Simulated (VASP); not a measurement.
A run of VASP 6.6.1 is set up as follows.

The input POSCAR:

```
Si
1.0
   -2.4361623221      2.4361623221      1.2656474315
    2.4361623221     -2.4361623221      1.2656474315
    2.4361623221      2.4361623221     -1.2656474315
Si
2
Direct
    0.5000000000      0.5000000000      0.0000000000
    0.2500000000      0.7500000000      0.5000000000
```

The input INCAR.step1:

```
SYSTEM = Si
PREC = Accurate ; ENCUT = 520
EDIFF = 1E-5 ; ISMEAR = -1
SIGMA = 0.05 ; LREAL = .FALSE.
LASPH = .TRUE. ; NELM = 60
ALGO = Normal ; ISIF = 2
LWAVE = .TRUE. ; LCHARG = .FALSE.
NBANDS = 11 ; GGA = PE
```

File INCAR.step2:

```
SYSTEM = Si
PREC = Accurate ; ENCUT = 520
EDIFF = 1E-6 ; ISMEAR = -1
SIGMA = 0.05 ; LREAL = .FALSE.
LASPH = .TRUE. ; NELM = 60
ALGO = Normal ; ISIF = 2
LWAVE = .FALSE. ; LCHARG = .FALSE.
GGA = PE ; LHFCALC = .TRUE.
AEXX = 0.25 ; HFSCREEN = 0.3
PRECFOCK = Normal ; NBANDS = 11
ISTART = 1
```

KPOINTS

```
Automatic mesh
0
G
  6 6 6
  0 0 0
```

Potentials or basis: VASP PAW PBE potentials, release 64 (Si).

Launch:

```sh
$ cat potpaw_PBE.64/Si/POTCAR > POTCAR
$ cp INCAR.step1 INCAR
$ mpirun -np 1 vasp_std > vasp.out
$ cp INCAR.step2 INCAR
$ mpirun -np 1 vasp_std > vasp.out
```

(1) Predict the band gap on the k mesh.

(2) What does it give for the pressure?

## Answers

(1) zero (bands 4 and 5 overlap by 5.97 eV).

(2) -0.3 GPa.

Caveat: the k points lie up to 0.47 Å⁻¹ apart, too coarse for converged energies and pressures of a metal; the PAW data sets were made with another functional, which shifts forces and pressure a little.
